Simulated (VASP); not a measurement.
## CaO: single point with PBE

CaO:

```
Ca O
1.0
     0.00000    2.30165    2.30165
     2.30165    0.00000    2.30165
     2.30165    2.30165    0.00000
Ca O
1 1
Direct
  0.00000 0.00000 0.00000
  0.50000 0.50000 0.50000
```

This cell differs from its parent crystal: strain -4.0%.

| Quantity | Value |
| --- | --- |
| Program | VASP 6.6.1 |
| Task | single point |
| Functional | PBE |
| Potentials or basis | VASP PAW PBE potentials, release 64 (Ca_sv, O) |
| Cutoff | 520 eV |
| k mesh | 6 × 6 × 6 |
| Occupations | gaussian, width 0.01 eV |
| Spin | no spin polarisation |

```json
{
  "Pressure": "22.0 GPa",
  "Band gap on the k mesh": "3.55 eV, indirect (least direct gap 3.88 eV)"
}
```

Levels at points of the mesh, in eV from the valence-band top:
```csv
k point,band 6,band 7,band 8,band 9,band 10,band 11
"(0.00, 0.00, 0.00)",0.00,0.00,0.00,5.85,6.52,6.52
"(0.50, 0.00, 0.00)",-2.96,-1.49,-1.49,7.66,9.06,9.06
"(0.50, 0.50, 0.00)",-1.20,-0.33,-0.33,3.55,9.05,9.63
```

Wall time 2.9 s on 1 thread of Intel(R) Xeon(R) 6975P-C (Granite Rapids), with other jobs on the host, peak memory 0.13 GiB.

Caveat: the cell differs from its parent crystal (strain -4.0%). A k mesh can miss the band edges.
